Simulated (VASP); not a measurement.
The system is CoO.

```
Co O
1.0
     2.83713    0.00000    0.00000
    -1.41856    2.45703    0.00000
     0.00000    0.00000    2.76890
Co O
1 1
Direct
  0.00000 0.00000 0.00000
  0.66667 0.33333 0.50000
```

Base run:

- Program: VASP 6.6.1
- Functional: PBE
- Potentials or basis: VASP PAW PBE potentials, release 64 (Co, O)
- Cutoff: 520 eV
- k mesh: 11 × 11 × 10
- Occupations: fermi-dirac, width 0.05 eV
- Spin: collinear spin, ferromagnetic start
- Starting moments: [2.0, 0.0] μB

Its results: band gap on the k mesh zero (filled and empty bands overlap); pressure -5.0 GPa; net moment 3.00 μB per cell; site moments Co +2.55; O +0.40 μB.

The run is repeated on the same cell with these changes: potentials or basis from VASP PAW PBE potentials, release 64 (Co, O) to VASP PAW PBE potentials, release 64 (Co_sv, O); cutoff from 520 eV to 600 eV; further incar settings from ALGO = Normal; EDIFF = 1e-06; NBANDS = 18 to ALGO = Normal; EDIFF = 1e-06; NBANDS = 22; valence electrons from 15 to 23. What comes out?

Band gap on the k mesh zero (filled and empty bands overlap); pressure -6.9 GPa; net moment 3.00 μB per cell; site moments Co +2.53; O +0.39 μB.

Caveats: a cell with one magnetic atom can't hold antiferromagnetic order, which such compounds often take; semilocal functionals often make such compounds metallic where correlation or magnetic order opens a gap, which also shifts bond lengths.
